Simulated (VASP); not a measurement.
# Ge (Cmce) in VASP: single point with PBE

Aim: the single point of Ge with PBE.

The COD entry that gives the cell may itself be a prediction, so a difference from it is no test against experiment.

Program: VASP 6.6.1. These are calculated values, not measurements. Logs are shortened: lines on timing, memory, paths and dates and some standing lists are left out, and cuts for length are marked.

## (1) The cell of the first run

It takes space group Cmce (No. 64, orthorhombic). Conventional cell: a = 7.886 Å, b = 4.656 Å, c = 4.667 Å, α = 90.00°, β = 90.00°, γ = 90.00°. Ge (site symmetry 2) has 12 Ge at 2.37 to 3.05 Å within 3.1 Å. Within 3.1 Å of Ge (site symmetry m) lie 13 Ge at 2.36 to 3.05 Å.

## (2) Single point, PBE

Input file INCAR:

```
SYSTEM = Ge
ALGO = Normal ; EDIFF = 1E-6
ENCUT = 520 ; GGA = PE
ISIF = 2 ; ISMEAR = 0
LASPH = .TRUE. ; LCHARG = .TRUE.
LELF = .TRUE. ; LREAL = .FALSE.
LVHAR = .TRUE. ; LWAVE = .FALSE.
NBANDS = 66 ; NELM = 80
PREC = Accurate ; SIGMA = 0.1
```

Input file KPOINTS:

```
k-points
0
G
  5 5 5
  0 0 0
```

Input file POSCAR:

```
Ge
1.0
    3.9430000000     -2.3280000000      0.0000000000
    3.9430000000      2.3280000000      0.0000000000
    0.0000000000      0.0000000000      4.6670000000
Ge
8
Direct
    0.2210000000      0.2210000000      0.0000000000
    0.2790000000      0.2790000000      0.5000000000
    0.7790000000      0.7790000000      0.0000000000
    0.7210000000      0.7210000000      0.5000000000
    0.8279000000      0.1721000000      0.3138000000
    0.6721000000      0.3279000000      0.8138000000
    0.1721000000      0.8279000000      0.6862000000
    0.3279000000      0.6721000000      0.1862000000
```

Potentials or basis: VASP PAW PBE potentials, release 64 (Ge_d).

Launch:

```
cat potpaw_PBE.64/Ge_d/POTCAR > POTCAR
mpirun -np 1 vasp_std > vasp.out
```

OUTCAR:

```text
SYSTEM = Ge
   EDIFF = 1E-6
   ENCUT = 520
   GGA = PE
   ISIF = 2
   ISMEAR = 0
   LASPH = .TRUE.
   LREAL = .FALSE.
   NELM = 80
   PREC = Accurate

 ion  position               nearest neighbor table
   1  0.221  0.221  0.000-   3 2.37   3 2.37   2 2.38   2 2.38   7 2.41   5 2.41   8 2.47   6 2.47
                             8 2.50   6 2.50
   2  0.279  0.279  0.500-   4 2.37   4 2.37   1 2.38   1 2.38   8 2.41   6 2.41   5 2.47   7 2.47
                             5 2.50   7 2.50
   3  0.779  0.779  0.000-   1 2.37   1 2.37   4 2.38   4 2.38   7 2.41   5 2.41   8 2.47   6 2.47
                             8 2.50   6 2.50
   4  0.721  0.721  0.500-   2 2.37   2 2.37   3 2.38   3 2.38   8 2.41   6 2.41   5 2.47   7 2.47
                             5 2.50   7 2.50
   5  0.828  0.172  0.314-   7 2.36   8 2.40   8 2.40   3 2.41   1 2.41   6 2.44   6 2.44   2 2.47
                             4 2.47   2 2.50   4 2.50
   6  0.672  0.328  0.814-   8 2.36   7 2.40   7 2.40   4 2.41   2 2.41   5 2.44   5 2.44   1 2.47
                             3 2.47   3 2.50   1 2.50
   7  0.172  0.828  0.686-   5 2.36   6 2.40   6 2.40   3 2.41   1 2.41   8 2.44   8 2.44   4 2.47
                             2 2.47   2 2.50   4 2.50
   8  0.328  0.672  0.186-   6 2.36   5 2.40   5 2.40   4 2.41   2 2.41   7 2.44   7 2.44   3 2.47
                             1 2.47   3 2.50   1 2.50

  LATTYP: Found a base centered orthorhombic cell.
 ALAT       =     4.6560000000
 B/A-ratio  =     1.6937285223
 C/A-ratio  =     1.0023625430

  Lattice vectors:

 A1 = (  -3.9430000000,  -2.3280000000,   0.0000000000)
 A2 = (   3.9430000000,  -2.3280000000,   0.0000000000)
 A3 = (   0.0000000000,   0.0000000000,   4.6670000000)

Analysis of symmetry for initial positions (statically):
=====================================================================
 Subroutine PRICEL returns:
 Original cell was already a primitive cell.

 Routine SETGRP: Setting up the symmetry group for a
 base centered orthorhombic supercell.

 Subroutine GETGRP returns: Found  8 space group operations
 (whereof  4 operations were pure point group operations)
 out of a pool of  8 trial point group operations.

The static configuration has the point symmetry C_2h.
 The point group associated with its full space group is D_2h.

Analysis of symmetry for dynamics (positions and initial velocities):
=====================================================================
 Subroutine PRICEL returns:
 Original cell was already a primitive cell.

 Routine SETGRP: Setting up the symmetry group for a
 base centered orthorhombic supercell.

 Subroutine GETGRP returns: Found  8 space group operations
 (whereof  4 operations were pure point group operations)
 out of a pool of  8 trial point group operations.

The dynamic configuration has the point symmetry C_2h.
 The point group associated with its full space group is D_2h.

 Subroutine INISYM returns: Found  8 space group operations
 (whereof  4 operations are pure point group operations),
 and found     1 'primitive' translations

----------------------------------------------------------------------------------------

                                     Primitive cell

  volume of cell :      85.6796

  direct lattice vectors                    reciprocal lattice vectors
     3.943000000 -2.328000000  0.000000000     0.126807000 -0.214776632  0.000000000
     3.943000000  2.328000000  0.000000000     0.126807000  0.214776632  0.000000000
     0.000000000  0.000000000  4.667000000     0.000000000  0.000000000  0.214270409

  length of vectors
     4.578955449  4.578955449  4.667000000     0.249417355  0.249417355  0.214270409

  position of ions in fractional coordinates (direct lattice)
     0.221000000  0.221000000  0.000000000
     0.279000000  0.279000000  0.500000000
     0.779000000  0.779000000  0.000000000
     0.721000000  0.721000000  0.500000000
     0.827900000  0.172100000  0.313800000
     0.672100000  0.327900000  0.813800000
     0.172100000  0.827900000  0.686200000
     0.327900000  0.672100000  0.186200000

  ion indices of the primitive-cell ions
   primitive index   ion index
                 1           1
                 2           2
                 3           3
                 4           4
                 5           5
                 6           6
                 7           7
                 8           8

----------------------------------------------------------------------------------------

 KPOINTS: k-points

Automatic generation of k-mesh.
 Grid dimensions read from file:
 generate k-points for:    5    5    5

 Generating k-lattice:

  Cartesian coordinates                     Fractional coordinates (reciprocal lattice)
     0.025361400 -0.042955326  0.000000000     0.200000000  0.000000000  0.000000000
     0.025361400  0.042955326  0.000000000     0.000000000  0.200000000  0.000000000
     0.000000000  0.000000000  0.042854082     0.000000000  0.000000000  0.200000000

  Length of vectors
     0.049883471  0.049883471  0.042854082

  Shift w.r.t. Gamma in fractional coordinates (k-lattice)
     0.000000000  0.000000000  0.000000000

 Subroutine IBZKPT returns following result:
 ===========================================

 Found     27 irreducible k-points:

 Following reciprocal coordinates:
            Coordinates               Weight
  0.000000  0.000000  0.000000      1.000000
  0.200000 -0.000000  0.000000      4.000000
  0.400000 -0.000000  0.000000      4.000000
  0.200000  0.200000  0.000000      2.000000
  0.400000  0.200000  0.000000      4.000000
 -0.400000  0.200000  0.000000      4.000000
[... 16 lines left out ...]
  0.400000  0.200000  0.400000      8.000000
 -0.400000  0.200000  0.400000      8.000000
 [... further k-points ...]
   k-points           NKPTS =     27   k-points in BZ     NKDIM =     27   number of bands    NBANDS=     66
   number of dos      NEDOS =    301   number of ions     NIONS =      8
   total plane-waves  NPLWV =  46656
   dimension x,y,z NGX =    36 NGY =   36 NGZ =   36
   dimension x,y,z NGXF=    72 NGYF=   72 NGZF=   72
   ions per type =               8
   NGX,Y,Z   is equivalent  to a cutoff of  13.07, 13.07, 12.82 a.u.
   NGXF,Y,Z  is equivalent  to a cutoff of  26.14, 26.14, 25.65 a.u.
 SYSTEM =  Ge
   PREC   = accura    normal or accurate (medium, high low for compatibility)
   ISTART =      0    job   : 0-new  1-cont  2-samecut
   ICHARG =      2    charge: 1-file 2-atom 10-const
   ISPIN  =      1    spin polarized calculation?
   LNONCOLLINEAR =      F non collinear calculations
   LSORBIT =      F    spin-orbit coupling
   LASPH  =      T    aspherical Exc in radial PAW
   ENCUT  =  520.0 eV  38.22 Ry    6.18 a.u.   8.51  8.51  8.68*2*pi/ulx,y,z
   NELM   =     80;   NELMIN=  2; NELMDL= -5     # of ELM steps
   EDIFF  = 0.1E-05   stopping-criterion for ELM
   LREAL  =      F    real-space projection
   EDIFFG = 0.1E-04   stopping-criterion for IOM
   NSW    =      0    number of steps for IOM
   IBRION =     -1    ionic relax: 0-MD 1-quasi-New 2-CG
   NFREE  =      0    steps in history (QN), initial steepest desc. (CG)
   ISIF   =      2    stress and relaxation
   ISYM   =      2    0-nonsym 1-usesym 2-fastsym
   POTIM  = 0.5000    time-step for ionic-motion
   TEBEG  =    0.0;   TEEND  =   0.0 temperature during run
   PSTRESS=    0.0 pullay stress
   NELECT =     112.0000    total number of electrons
   NUPDOWN=      -1.0000    fix difference up-down
   EMIN   =  10.00;   EMAX   =-10.00  energy-range for DOS
   EFERMI =   0.00;   METHOD = LEGACY
   ISMEAR =     0;   SIGMA  =   0.10  broadening in eV -4-tet -1-fermi 0-gaus
   EFERMI_NEDOS =   21; number of points for ismear=-14 and -15
   IALGO  =     38    algorithm
   IMIX   =      4    mixing-type and parameters
     AMIX     =   0.40;   BMIX     =  1.00
     AMIX_MAG =   1.60;   BMIX_MAG =  1.00
  volume/ion in A,a.u.               =      10.71        72.27
  Fermi-wavevector in a.u.,A,eV,Ry     =   1.790008  3.382625 43.594820  3.204129
  Thomas-Fermi vector in A             =   2.852866
   LORBIT       =      0    0 simple, 1 ext, 2 COOP (PROOUT), +10 PAW based schemes
   GGA     = PE    functional components
   LHFCALC =     F    Hartree Fock is set to
   AEXX    =    0.0000 exact exchange contribution
   IVDW    =     0    specifies the selected vdW correction
   LEPSILON=     F    determine dielectric tensor
   LRPA    =     F    only Hartree local field effects (RPA)
 non-spin polarized calculation
 Gauss-broadening in eV      SIGMA  =   0.10
  energy-cutoff  :      520.00
  volume of cell :       85.68
 maximum number of plane-waves:      2324
 NGX is ok and might be reduce to    36
   NGX = 17   NGY = 17   NGZ = 17

 number of electron     112.0000022 magnetization

 Free energy of the ion-electron system (eV)
  ---------------------------------------------------
  ext. energy  EPLUGINS =         0.00000000
  ---------------------------------------------------
  free energy    TOTEN  =       -15.53311909 eV

  energy without entropy =      -15.52462359  energy(sigma->0) =      -15.52887134

 E-fermi :  14.8888     XC(G=0): -14.4584

 val. band max:       14.8669801247   @ k =   0.0000   0.0000   0.2000
 cond. band min:      14.9285619010   @ k =   0.2000   0.2000   0.2000
 fundamental gap:      0.0615817764
 Fermi energy:        14.8888213139

 k-point     1 :       0.0000    0.0000    0.0000
  band No.  band energies     occupation
      1     -11.0476      2.00000
      2     -11.0234      2.00000
      3     -11.0148      2.00000
      4     -10.9408      2.00000
      5     -10.9367      2.00000
      6     -10.9359      2.00000
[... 58 lines left out ...]
     65      23.5442      0.00000
     66      23.7749      0.00000

 k-point     2 :       0.2000   -0.0000    0.0000
  band No.  band energies     occupation
      1     -11.0610      2.00000
      2     -10.9992      2.00000
      3     -10.9937      2.00000
      4     -10.9930      2.00000
      5     -10.9620      2.00000
      6     -10.9434      2.00000
[... 1507 lines left out ...]
     65      20.9519      0.00000
     66      21.1429      0.00000

 k-point    24 :      -0.4000    0.2000    0.4000
  band No.  band energies     occupation
      1     -11.0688      2.00000
      2     -11.0278      2.00000
      3     -11.0048      2.00000
      4     -10.9657      2.00000
      5     -10.9470      2.00000
      6     -10.9445      2.00000
[... 58 lines left out ...]
     65      19.5201      0.00000
     66      20.1045      0.00000

 [... further k-points ...]
[... 5 lines left out ...]
  --------------------------------------------------------------------------------------
  -------------------------------------------------------------------------------------
  Total       75.9653114     77.0567656     77.6497474      0.0000000     -0.0000000      0.0000000
  in kB     1420.5232788   1440.9330696   1452.0216098      0.0000000     -0.0000000      0.0000000
  external PRESSURE =    1437.8259860 kB  Pullay stress =       0.0000000 kB

 VOLUME and BASIS-vectors are now :
 -----------------------------------------------------------------------------
  energy-cutoff  :      520.00
  volume of cell :       85.68
      direct lattice vectors                 reciprocal lattice vectors
     3.943000000 -2.328000000  0.000000000     0.126807000 -0.214776632  0.000000000
     3.943000000  2.328000000  0.000000000     0.126807000  0.214776632  0.000000000
     0.000000000  0.000000000  4.667000000     0.000000000  0.000000000  0.214270409

 POSITION                                       TOTAL-FORCE (eV/Angst)
 -----------------------------------------------------------------------------------
      1.74281      0.00000      0.00000        -0.152320      0.000000      0.000000
      2.20019      0.00000      2.33350         0.152320      0.000000      0.000000
      6.14319      0.00000      0.00000         0.152320      0.000000      0.000000
      5.68581      0.00000      2.33350        -0.152320      0.000000      0.000000
      3.94300     -1.52670      1.46450         0.000000     -0.143108      0.266882
      3.94300     -0.80130      3.79800         0.000000      0.143108      0.266882
      3.94300      1.52670      3.20250         0.000000      0.143108     -0.266882
      3.94300      0.80130      0.86900         0.000000     -0.143108     -0.266882
 -----------------------------------------------------------------------------------
    total drift:                                0.000000     -0.000000      0.000000

  FREE ENERGIE OF THE ION-ELECTRON SYSTEM (eV)
  ---------------------------------------------------
  free  energy   TOTEN  =       -15.5331190861 eV

  energy  without entropy=      -15.5246235888  energy(sigma->0) =      -15.52887134
```

It took 4.3 min on 1 thread of Intel Xeon 8259CL, shared host; peak memory 0.26 GiB.

Results:

```yaml
Free_energy: -15.5331 eV
Pressure: 143.8 GPa
Largest_force: 0.303 eV/Å
Band_gap_on_the_k_mesh: zero (band 56 reaches 16.37 eV, above the bottom of band 57 at 12.88 eV)
```

Forces on the atoms (eV/Å):
```
Ge  -0.152  0.000  0.000
Ge   0.152  0.000  0.000
Ge   0.152  0.000  0.000
Ge  -0.152  0.000  0.000
Ge   0.000 -0.143  0.267
Ge   0.000  0.143  0.267
Ge   0.000  0.143 -0.267
Ge   0.000 -0.143 -0.267
```

Stress tensor (GPa, compression positive):
```
142.05   0.00   0.00
  0.00 144.09   0.00
  0.00   0.00 145.20
```
